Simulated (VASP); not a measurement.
# Ge (Cmmm) in VASP: a series of runs, part 2 of 2

VASP 6.6.1.

**5. Relaxation of cell and atoms, PBEsol, target pressure 6 GPa, at which the enthalpy is minimised**

INCAR

```
SYSTEM = Ge
PREC = Accurate
ENCUT = 500
EDIFF = 1E-7
ISMEAR = 1
SIGMA = 0.1
LREAL = .False.
LASPH = .True.
NELM = 120
ALGO = Normal
ISIF = 3
LWAVE = .False.
LCHARG = .False.
GGA = PS
IBRION = 2
NSW = 80
EDIFFG = -0.01
PSTRESS = 60.0
GGA_COMPAT = .False.
NELMIN = 4
```

KPOINTS

```
Automatic mesh
0
Gamma
  11 11 10
  0 0 0
```

POSCAR

```
Ge
1.0
    1.3971490000     -2.6005160000      0.0000000000
    1.3971490000      2.6005160000      0.0000000000
    0.0000000000      0.0000000000      2.6982310000
Ge
1
Direct
    0.5000000000      0.5000000000      0.0000000000
```

Potentials or basis: VASP PAW PBE potentials, release 64 (Ge_d).

On the command line:

```sh
$ cat potpaw_PBE.64/Ge_d/POTCAR > POTCAR
$ mpirun -np 1 vasp_std > vasp.out
```

OUTCAR:

```text
SYSTEM = Ge
   PREC = Accurate
   ENCUT = 500
   EDIFF = 1E-7
   ISMEAR = 1
   LREAL = .False.
   LASPH = .True.
   NELM = 120
   ISIF = 3
   GGA = PS
   IBRION = 2
   NSW = 80
   EDIFFG = -0.01
   PSTRESS = 60.0
   NELMIN = 4

 ion  position               nearest neighbor table
   1  0.500  0.500  0.000-

  LATTYP: Found a base centered orthorhombic cell.
 ALAT       =     2.7942980000
 B/A-ratio  =     1.8613018368
 C/A-ratio  =     0.9656203454

  Lattice vectors:

 A1 = (   1.3971490000,  -2.6005160000,   0.0000000000)
 A2 = (   1.3971490000,   2.6005160000,   0.0000000000)
 A3 = (   0.0000000000,   0.0000000000,   2.6982310000)

Analysis of symmetry for initial positions (statically):
=====================================================================
 Subroutine PRICEL returns:
 Original cell was already a primitive cell.

 Routine SETGRP: Setting up the symmetry group for a
 base centered orthorhombic supercell.

 Subroutine GETGRP returns: Found  8 space group operations
 (whereof  8 operations were pure point group operations)
 out of a pool of  8 trial point group operations.

The static configuration has the point symmetry D_2h.

Analysis of symmetry for dynamics (positions and initial velocities):
=====================================================================
 Subroutine PRICEL returns:
 Original cell was already a primitive cell.

 Routine SETGRP: Setting up the symmetry group for a
 base centered orthorhombic supercell.

 Subroutine GETGRP returns: Found  8 space group operations
 (whereof  8 operations were pure point group operations)
 out of a pool of  8 trial point group operations.

The dynamic configuration has the point symmetry D_2h.

 Subroutine INISYM returns: Found  8 space group operations
 (whereof  8 operations are pure point group operations),
 and found     1 'primitive' translations

----------------------------------------------------------------------------------------

                                     Primitive cell

  volume of cell :      19.6070

  direct lattice vectors                    reciprocal lattice vectors
     1.397149000 -2.600516000  0.000000000     0.357871637 -0.192269534  0.000000000
     1.397149000  2.600516000  0.000000000     0.357871637  0.192269534  0.000000000
     0.000000000  0.000000000  2.698231000     0.000000000  0.000000000  0.370613191

  length of vectors
     2.952068562  2.952068562  2.698231000     0.406250763  0.406250763  0.370613191

  position of ions in fractional coordinates (direct lattice)
     0.500000000  0.500000000  0.000000000

  ion indices of the primitive-cell ions
   primitive index   ion index
                 1           1

----------------------------------------------------------------------------------------

 KPOINTS: Automatic mesh

Automatic generation of k-mesh.
 Grid dimensions read from file:
 generate k-points for:   11   11   10

 Generating k-lattice:

  Cartesian coordinates                     Fractional coordinates (reciprocal lattice)
     0.032533785 -0.017479049  0.000000000     0.090909091  0.000000000  0.000000000
     0.032533785  0.017479049  0.000000000     0.000000000  0.090909091  0.000000000
[... 59 lines left out ...]
   LREAL  =      F    real-space projection
   EDIFFG = -.1E-01   stopping-criterion for IOM
   NSW    =     80    number of steps for IOM
   IBRION =      2    ionic relax: 0-MD 1-quasi-New 2-CG
   NFREE  =      1    steps in history (QN), initial steepest desc. (CG)
   ISIF   =      3    stress and relaxation
   ISYM   =      2    0-nonsym 1-usesym 2-fastsym
   POTIM  = 0.5000    time-step for ionic-motion
   TEBEG  =    0.0;   TEEND  =   0.0 temperature during run
   PSTRESS=   60.0 pullay stress
   NELECT =      14.0000    total number of electrons
   NUPDOWN=      -1.0000    fix difference up-down
   EMIN   =  10.00;   EMAX   =-10.00  energy-range for DOS
   EFERMI =   0.00;   METHOD = LEGACY
   ISMEAR =     1;   SIGMA  =   0.10  broadening in eV -4-tet -1-fermi 0-gaus
   EFERMI_NEDOS =   21; number of points for ismear=-14 and -15
   IALGO  =     38    algorithm
   IMIX   =      4    mixing-type and parameters
     AMIX     =   0.40;   BMIX     =  1.00
     AMIX_MAG =   1.60;   BMIX_MAG =  1.00
  volume/ion in A,a.u.               =      19.61       132.31
  Fermi-wavevector in a.u.,A,eV,Ry     =   1.463234  2.765111 29.130796  2.141053
  Thomas-Fermi vector in A             =   2.579353
   LORBIT       =      0    0 simple, 1 ext, 2 COOP (PROOUT), +10 PAW based schemes
   GGA     = PS    functional components
   LHFCALC =     F    Hartree Fock is set to
   AEXX    =    0.0000 exact exchange contribution
   IVDW    =     0    specifies the selected vdW correction
   LEPSILON=     F    determine dielectric tensor
   LRPA    =     F    only Hartree local field effects (RPA)
 conjugate gradient relaxation of ions
 non-spin polarized calculation
 Methfessel and Paxton  Order N= 1 SIGMA  =   0.10
  energy-cutoff  :      500.00
  volume of cell :       19.61
 maximum number of plane-waves:       510
 NGX is ok and might be reduce to    24
   NGX = 11   NGY = 11   NGZ =  9

--------------------------------------- Ionic step        1  -------------------------------------------

 number of electron      14.0000003 magnetization

 Free energy of the ion-electron system (eV)
  ---------------------------------------------------
  ext. energy  EPLUGINS =         0.00000000
  ---------------------------------------------------
  free energy    TOTEN  =        -4.73033720 eV

  energy without entropy =       -4.73036461  energy(sigma->0) =       -4.73034634

------------------------ aborting loop because EDIFF is reached ----------------------------------------

  FORCE on cell =-STRESS in cart. coord.  units (eV):
  Direction    XX          YY          ZZ          XY          YZ          ZX
  --------------------------------------------------------------------------------------
  -------------------------------------------------------------------------------------
  Total       -0.3416786     -0.7643843     -0.4791845      0.0000000      0.0000000      0.0000000
  in kB      -27.9201049    -62.4612918    -39.1563251      0.0000000      0.0000000      0.0000000
  external PRESSURE =    -103.1792406 kB  Pullay stress =      60.0000000 kB
[... 94 lines left out ...]
  energy  without entropy=       -4.7266209296  energy(sigma->0) =       -4.72661683

  enthalpy is  TOTEN    =        -4.0818469859 eV   P V=        0.6447677926

[... ionic steps 4 to 8 ...]

--------------------------------------- Ionic step        9  -------------------------------------------

 number of electron      14.0000009 magnetization

------------------------ aborting loop because EDIFF is reached ----------------------------------------
[... 69 lines left out ...]
--------------------------------------- Ionic step       11  -------------------------------------------

 number of electron      14.0000009 magnetization

 Free energy of the ion-electron system (eV)
  ---------------------------------------------------
  ext. energy  EPLUGINS =         0.00000000
  ---------------------------------------------------
  free energy    TOTEN  =        -4.72991858 eV

  energy without entropy =       -4.72977588  energy(sigma->0) =       -4.72987101

 E-fermi :   7.5493     XC(G=0): -11.8524

 val. band max:        7.5402322031   @ k =   0.3636   0.1818   0.1000
 cond. band min:       7.5741707986   @ k =  -0.2727   0.2727   0.1000
 fundamental gap:      0.0339385955
 Fermi energy:         7.5493188947

 k-point     1 :       0.0000    0.0000    0.0000
  band No.  band energies     occupation
      1     -17.2538      2.00000
      2     -17.1479      2.00000
      3     -17.1202      2.00000
      4     -16.9440      2.00000
      5     -16.9367      2.00000
      6      -6.4717      2.00000
      7      14.5198      0.00000
      8      16.5059      0.00000
      9      17.0882      0.00000
     10      18.0480      0.00000
     11      21.9740      0.00000
[... 309 lines left out ...]
 k-point    24 :      -0.1818    0.1818    0.0000
  band No.  band energies     occupation
      1     -17.2345      2.00000
      2     -17.1505      2.00000
      3     -17.0744      2.00000
      4     -16.9649      2.00000
      5     -16.9412      2.00000
      6      -5.6298      2.00000
      7      10.7919      0.00000
      8      15.0891      0.00000
      9      15.3478      0.00000
     10      18.3588      0.00000
     11      20.1226      0.00000

 [... further k-points ...]

------------------------ aborting loop because EDIFF is reached ----------------------------------------

  FORCE on cell =-STRESS in cart. coord.  units (eV):
  Direction    XX          YY          ZZ          XY          YZ          ZX
  --------------------------------------------------------------------------------------
  -------------------------------------------------------------------------------------
  Total        0.6467049      0.6352351      0.6357903      0.0000000      0.0000000      0.0000000
  in kB       60.2103311     59.1424527     59.1941419      0.0000000      0.0000000      0.0000000
  external PRESSURE =      -0.4843581 kB  Pullay stress =      60.0000000 kB
[... 20 lines left out ...]
  energy  without entropy=       -4.7297758772  energy(sigma->0) =       -4.72987101

  enthalpy is  TOTEN    =        -4.0854727952 eV   P V=        0.6444457838

 reached required accuracy - stopping structural energy minimisation
```

OSZICAR:

```text
N       E                     dE             d eps       ncg     rms          rms(c)
DAV:   1     0.529659287651E+02    0.52966E+02   -0.74800E+03  4896   0.339E+03
DAV:   2    -0.555147581419E+00   -0.53521E+02   -0.51704E+02  4935   0.380E+02
DAV:   3    -0.468539772993E+01   -0.41303E+01   -0.40997E+01  5396   0.701E+01
DAV:   4    -0.474981949345E+01   -0.64422E-01   -0.64408E-01  5175   0.984E+00
[... 83 lines left out ...]
DAV:   1    -0.472993939007E+01   -0.24662E-03   -0.25942E-04  5901   0.409E-01    0.269E-02
DAV:   2    -0.472992418615E+01    0.15204E-04   -0.19576E-05  5783   0.114E-01    0.136E-02
DAV:   3    -0.472991905395E+01    0.51322E-05   -0.73277E-06  6068   0.630E-02    0.269E-03
DAV:   4    -0.472991861449E+01    0.43946E-06   -0.55002E-07  5388   0.192E-02    0.882E-04
DAV:   5    -0.472991857892E+01    0.35571E-07   -0.89195E-09  2517   0.131E-03
  11 F= -.40854728E+01 E0= -.40854252E+01  d E =-.300712E-04
```

Run time: 1.9 min. Hardware: 1 thread of AMD EPYC 9R45 (Zen 5), shared host; peak memory 0.14 GiB.

Results:

* Free energy: -4.7299 eV
* Relaxed volume: 17.21 Å³/atom
* Relaxed cell: a = 2.779 Å, b = 2.779 Å, c = 2.608 Å, α = 90.00°, β = 90.00°, γ = 121.30°
* Space group after relaxing (to 0.1 Å): P6/mmm (No. 191)
* Energy change on relaxing (the run minimises the enthalpy): +0.4 meV/atom
* Ionic steps: 11
* Pressure after relaxing: 6.0 GPa
* Band gap on the k mesh: zero (bands 7 and 8 overlap by 9.96 eV)

Step by step:
```csv
step,energy change (eV),largest force (eV/Å),pressure (GPa),volume (Å³)
1,0.0000,0.0000,-4.32,19.61
2,0.0591,0.0000,12.81,16.24
3,0.0037,0.0000,6.10,17.22
4,0.0054,0.0000,6.31,17.17
5,0.0024,0.0000,6.25,17.17
6,0.0020,0.0000,6.24,17.17
7,0.0020,0.0000,6.19,17.17
8,0.0020,0.0000,6.21,17.17
9,-0.0002,0.0000,5.88,17.23
10,0.0006,0.0000,6.06,17.20
11,0.0004,0.0000,5.95,17.21
```

Final structure:
```
CELL_PARAMETERS angstrom
1.36224 -2.42229 0.00000
1.36224 2.42229 0.00000
0.00000 0.00000 2.60758
ATOMIC_POSITIONS crystal
Ge 0.50000 0.50000 0.00000
```

Caveat: the cell is relaxed towards a set pressure, so the run minimises the enthalpy, not the energy; the PAW data sets were made with another functional, which shifts forces and pressure a little.

**6. Relaxation of cell and atoms, PBEsol, target pressure 8 GPa, at which the enthalpy is minimised**

INCAR

```
PREC = Accurate ; ENCUT = 500
EDIFF = 1E-7 ; ISMEAR = 1
SIGMA = 0.1 ; LREAL = False
LASPH = True ; NELM = 120
ALGO = Normal ; ISIF = 3
LWAVE = False ; LCHARG = False
GGA = PS ; IBRION = 2
NSW = 80 ; EDIFFG = -0.01
PSTRESS = 80.0 ; GGA_COMPAT = False
NELMIN = 4
```

KPOINTS

```
regular mesh
0
Gamma
  11 11 10
```

POSCAR is that of step 5.

Potentials or basis: VASP PAW PBE potentials, release 64 (Ge_d).

On the command line:

```sh
$ cat potpaw_PBE.64/Ge_d/POTCAR > POTCAR
$ mpirun -np 1 vasp_std > vasp.out
```

OUTCAR:

```text
PREC = Accurate
   ENCUT = 500
   EDIFF = 1E-7
   ISMEAR = 1
   LREAL = False
   LASPH = True
   NELM = 120
   ISIF = 3
   GGA = PS
   IBRION = 2
   NSW = 80
   EDIFFG = -0.01
   PSTRESS = 80.0
   NELMIN = 4

 ion  position               nearest neighbor table
   1  0.500  0.500  0.000-

  LATTYP: Found a base centered orthorhombic cell.
 ALAT       =     2.7942980000
 B/A-ratio  =     1.8613018368
 C/A-ratio  =     0.9656203454

  Lattice vectors:

 A1 = (   1.3971490000,  -2.6005160000,   0.0000000000)
 A2 = (   1.3971490000,   2.6005160000,   0.0000000000)
 A3 = (   0.0000000000,   0.0000000000,   2.6982310000)

Analysis of symmetry for initial positions (statically):
=====================================================================
 Subroutine PRICEL returns:
 Original cell was already a primitive cell.

 Routine SETGRP: Setting up the symmetry group for a
 base centered orthorhombic supercell.

 Subroutine GETGRP returns: Found  8 space group operations
 (whereof  8 operations were pure point group operations)
 out of a pool of  8 trial point group operations.

The static configuration has the point symmetry D_2h.

Analysis of symmetry for dynamics (positions and initial velocities):
[... 272 lines left out ...]
 number of electron      14.0000011 magnetization

------------------------ aborting loop because EDIFF is reached ----------------------------------------
[... 69 lines left out ...]
--------------------------------------- Ionic step       11  -------------------------------------------

 number of electron      14.0000011 magnetization

 Free energy of the ion-electron system (eV)
  ---------------------------------------------------
  ext. energy  EPLUGINS =         0.00000000
  ---------------------------------------------------
  free energy    TOTEN  =        -4.71610572 eV

  energy without entropy =       -4.71596177  energy(sigma->0) =       -4.71605774

 E-fermi :   7.7734     XC(G=0): -11.9498

 val. band max:        7.7610706132   @ k =  -0.3636   0.1818   0.0000
 cond. band min:       7.8030170006   @ k =  -0.2727   0.2727   0.1000
 fundamental gap:      0.0419463873
 Fermi energy:         7.7734128118

 k-point     1 :       0.0000    0.0000    0.0000
  band No.  band energies     occupation
      1     -17.0571      2.00000
      2     -16.9425      2.00000
      3     -16.9134      2.00000
      4     -16.7298      2.00000
      5     -16.7223      2.00000
      6      -6.4234      2.00000
      7      14.8368      0.00000
      8      16.8969      0.00000
      9      17.4897      0.00000
     10      18.3501      0.00000
     11      22.3292      0.00000
[... 309 lines left out ...]
 k-point    24 :      -0.1818    0.1818    0.0000
  band No.  band energies     occupation
      1     -17.0365      2.00000
      2     -16.9458      2.00000
      3     -16.8650      2.00000
      4     -16.7518      2.00000
      5     -16.7270      2.00000
      6      -5.5686      2.00000
      7      11.0714      0.00000
      8      15.4342      0.00000
      9      15.6817      0.00000
     10      18.6558      0.00000
     11      20.4795      0.00000

 [... further k-points ...]

------------------------ aborting loop because EDIFF is reached ----------------------------------------

  FORCE on cell =-STRESS in cart. coord.  units (eV):
  Direction    XX          YY          ZZ          XY          YZ          ZX
  --------------------------------------------------------------------------------------
  -------------------------------------------------------------------------------------
  Total        0.8423540      0.8413035      0.8400493      0.0000000      0.0000000      0.0000000
  in kB       79.9003180     79.8006735     79.6817091      0.0000000      0.0000000      0.0000000
  external PRESSURE =      -0.2057665 kB  Pullay stress =      80.0000000 kB
[... 20 lines left out ...]
  energy  without entropy=       -4.7159617734  energy(sigma->0) =       -4.71605774

  enthalpy is  TOTEN    =        -3.8727007800 eV   P V=        0.8434049425

 reached required accuracy - stopping structural energy minimisation
```

OSZICAR:

```text
N       E                     dE             d eps       ncg     rms          rms(c)
DAV:   1     0.529659287651E+02    0.52966E+02   -0.74800E+03  4896   0.339E+03
DAV:   2    -0.555147581419E+00   -0.53521E+02   -0.51704E+02  4935   0.380E+02
DAV:   3    -0.468539772993E+01   -0.41303E+01   -0.40997E+01  5396   0.701E+01
[... 86 lines left out ...]
DAV:   2    -0.471627482596E+01    0.49872E-03   -0.61310E-04  5505   0.666E-01    0.764E-02
DAV:   3    -0.471611521388E+01    0.15961E-03   -0.22931E-04  6113   0.357E-01    0.157E-02
DAV:   4    -0.471610554515E+01    0.96687E-05   -0.18250E-05  5421   0.111E-01    0.466E-03
DAV:   5    -0.471610568216E+01   -0.13700E-06   -0.29544E-07  5194   0.745E-03    0.171E-03
DAV:   6    -0.471610572257E+01   -0.40417E-07   -0.19691E-08  2610   0.376E-03
  11 F= -.38727008E+01 E0= -.38726528E+01  d E =-.393810E-04
```

CONTCAR:

```text
Ge
   1.00000000000000
     1.3537664663878943   -2.4070582700507295    0.0000000000000000
     1.3537664663878943    2.4070582700507295    0.0000000000000000
     0.0000000000000000    0.0000000000000000    2.5917695641661793
  Ge
     1
Direct
     0.5000000000000000    0.5000000000000000    0.0000000000000000

  0.00000000E+00  0.00000000E+00  0.00000000E+00
```

It took 2 min on 1 thread of AMD EPYC 9R45 (Zen 5), shared host; peak memory 0.14 GiB.

Results:

| Quantity | Value |
| --- | --- |
| Free energy | -4.7161 eV |
| Relaxed volume | 16.89 Å³/atom |
| Relaxed cell | a = 2.762 Å, b = 2.762 Å, c = 2.592 Å, α = 90.00°, β = 90.00°, γ = 121.29° |
| Space group after relaxing (to 0.1 Å) | P6/mmm (No. 191) |
| Energy change on relaxing (the run minimises the enthalpy) | +14.2 meV/atom |
| Ionic steps | 11 |
| Pressure after relaxing | 8.0 GPa |
| Band gap on the k mesh | zero (bands 7 and 8 overlap by 10.13 eV) |

The path:
| step | energy change (eV) | largest force (eV/Å) | pressure (GPa) | volume (Å³) |
| --- | --- | --- | --- | --- |
| 1 | 0.0000 | 0.0000 | -4.32 | 19.61 |
| 2 | 0.1176 | 0.0000 | 18.24 | 15.63 |
| 3 | 0.0172 | 0.0000 | 7.97 | 16.91 |
| 4 | 0.0198 | 0.0000 | 8.27 | 16.86 |
| 5 | 0.0166 | 0.0000 | 8.28 | 16.86 |
| 6 | 0.0163 | 0.0000 | 8.29 | 16.85 |
| 7 | 0.0163 | 0.0000 | 8.25 | 16.85 |
| 8 | 0.0163 | 0.0000 | 8.26 | 16.85 |
| 9 | 0.0163 | 0.0000 | 8.28 | 16.85 |
| 10 | 0.0125 | 0.0000 | 7.78 | 16.93 |
| 11 | 0.0142 | 0.0000 | 7.98 | 16.89 |

Final structure:
```
CELL_PARAMETERS angstrom
1.35377 -2.40706 0.00000
1.35377 2.40706 0.00000
0.00000 0.00000 2.59177
ATOMIC_POSITIONS crystal
Ge 0.50000 0.50000 0.00000
```

Caveat: the cell is relaxed towards a set pressure, so the run minimises the enthalpy, not the energy; the PAW data sets were made with another functional, which shifts forces and pressure a little.

**7. Overview**

| cell | gap on the mesh (eV) | pressure (GPa) |
| --- | --- | --- |
| relaxed | none | 0.0 |
| relaxed to 2 GPa | none | 2.0 |
| relaxed to 4 GPa | none | 4.0 |
| relaxed to 6 GPa | none | 6.0 |
| relaxed to 8 GPa | none | 8.0 |

Alike in all rows: task relaxation of cell and atoms; level PBEsol; potentials or basis VASP PAW PBE potentials, release 64 (Ge_d); no spin polarisation; k mesh 11 × 11 × 10; cutoff (eV) 500; smearing methfessel-paxton 0.1 eV.

Caveats: the PAW data sets were made with another functional, which shifts forces and pressure a little; the cell is relaxed towards a set pressure, so the run minimises the enthalpy, not the energy (at least some runs).

Absolute energies hang on the potentials; compare differences alone.
